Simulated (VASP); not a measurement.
A run of VASP 6.6.1 is set up as follows.

The input INCAR:

```
PREC = Accurate
ENCUT = 600
EDIFF = 1E-8
ISMEAR = 0
SIGMA = 0.1
LREAL = False
LASPH = True
NELM = 60
ALGO = Normal
ISIF = 3
LWAVE = False
LCHARG = True
NBANDS = 11
IBRION = 6
NFREE = 2
POTIM = 0.015
NSW = 1
```

KPOINTS

```
regular mesh
0
Gamma
  12 12 12
```

File POSCAR:

```
Sr
1.0
    0.0000000000      2.8967611074      2.8967611074
    2.8967611074      0.0000000000      2.8967611074
    2.8967611074      2.8967611074      0.0000000000
Sr
1
Direct
    0.0000000000      0.0000000000      0.0000000000
```

Potentials or basis: VASP PAW LDA potentials, release 64 (Sr_sv).

Run with:

```sh
$ cat potpaw_LDA.64/Sr_sv/POTCAR > POTCAR
$ mpirun -np 1 vasp_std > vasp.out
```

Q: What does it give for the elastic constants C11, C12, C44?

A: 17, 13, 15 GPa.

Q: Predict the Voigt bulk modulus.

A: 14 GPa.

Elastic tensor in Voigt notation (GPa, in the Cartesian axes of the cell as first typed):
```
17 13 13  0  0  0
13 17 13  0  0  0
13 13 17  0  0  0
 0  0  0 15  0  0
 0  0  0  0 15  0
 0  0  0  0  0 15
```
